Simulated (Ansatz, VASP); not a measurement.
## SiGe: VASP beside Ansatz

```xyz
4
Lattice="3.9006 0.0000 0.0000 -1.9503 3.3780 0.0000 0.0000 0.0000 6.4434" Properties=species:S:1:pos:R:3 pbc="T T T"
Si    1.9503    1.1260    5.6350
Si    0.0000    2.2520    2.4133
Ge    1.9503    1.1260    3.2246
Ge    0.0000    2.2520    0.0029
```

Alike in both runs: functional PBEsol; k mesh 12 × 12 × 6; occupations gaussian, width 0.02 eV; no spin polarisation.

Ansatz relaxed the structure, and its values are those at the end. VASP's run is a single point on that final structure, the one shown.

|  | VASP | Ansatz |
| --- | --- | --- |
| version | VASP 6.6.1 | Ansatz 0.2.0 |
| potentials or method | VASP PAW PBE potentials, release 64 (Si, Ge_d), cutoff 520 eV | scalar-relativistic, plane waves, PAW |
| valence electrons in the cell | 36 | 36 |

|  | VASP | Ansatz | Ansatz less VASP |
| --- | --- | --- | --- |
| gap on the k mesh at the Fermi level (eV) | 0.35 | 0.35 | -0.001 |
| least direct gap on the mesh (eV) | 0.41 | 0.40 | -0.005 |
| pressure (GPa) | 0.0 | 0.0 | +0.03 |

VASP's potentials were made for PBE, not for PBEsol.
